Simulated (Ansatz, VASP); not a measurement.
One calculation of Ir, two programs

The input INCAR:

```
ALGO = Normal
EDIFF = 1E-6
ENCUT = 520
GGA = PS
ISIF = 2
ISMEAR = -1
LASPH = T
LCHARG = F
LREAL = F
LWAVE = F
NBANDS = 16
NELM = 80
PREC = Accurate
SIGMA = 0.05
```

The input KPOINTS:

```
k-points
0
Gamma
  11 11 6
```

Contents of POSCAR:

```
Ir
1.0
    2.7875843874      0.0000000000      0.0000000000
   -1.3937921937      2.4141188946      0.0000000000
    0.0000000000      0.0000000000      4.5210110761
Ir
2
Direct
    0.3333333333      0.6666666667      0.2500000000
    0.6666666667      0.3333333333      0.7500000000
```

Contents of input.yaml:

```yaml
crystal:
  lattice:
    - [2.7875843874, 0.0, 0.0]
    - [-1.3937921937, 2.4141188946, 0.0]
    - [0.0, 0.0, 4.5210110761]
  atoms:
    - { symbol: Ir, position: [0.3333333333, 0.6666666667, 0.25] }
    - { symbol: Ir, position: [0.6666666667, 0.3333333333, 0.75] }
kpoints:
  mp_grid: { grid: [11, 11, 6] }
scf:
  occupations: { method: fermi_dirac, width: 0.05 }
hamiltonian:
  xc: pbesol
  pseudopotentials: { kind: all_electron, lapw: { basis_error: 0.0005 } }
output:
  forces: true
  stress: true
  eigenvalues: true
```

Change from the starting cell: volume scaled by 1.04.

Alike in both runs: task single point; functional PBEsol; k mesh 11 × 11 × 6; occupations fermi-dirac, width 0.05 eV; no spin polarisation.

|  | VASP | Ansatz |
| --- | --- | --- |
| version | VASP 6.6.1 | Ansatz 0.2.0 |
| potentials or method | VASP PAW PBE potentials, release 64 (Ir), cutoff 520 eV | all-electron LAPW, scalar-relativistic |

|  | VASP | Ansatz | Ansatz less VASP |
| --- | --- | --- | --- |
| gap on the k mesh at the Fermi level (eV) | none | none | - |
| pressure (GPa) | -23.0 | -23.6 | -0.58 |
| traceless stress, the component that is largest in VASP (GPa) | -0.51 | -0.55 | -0.040 |

VASP's potentials were made for PBE, not for PBEsol. A gap of «none» marks a metal or a gap that the smearing closes. Ansatz ran all-electron here, and VASP with PAW potentials.

Neither program's run includes spin-orbit coupling.
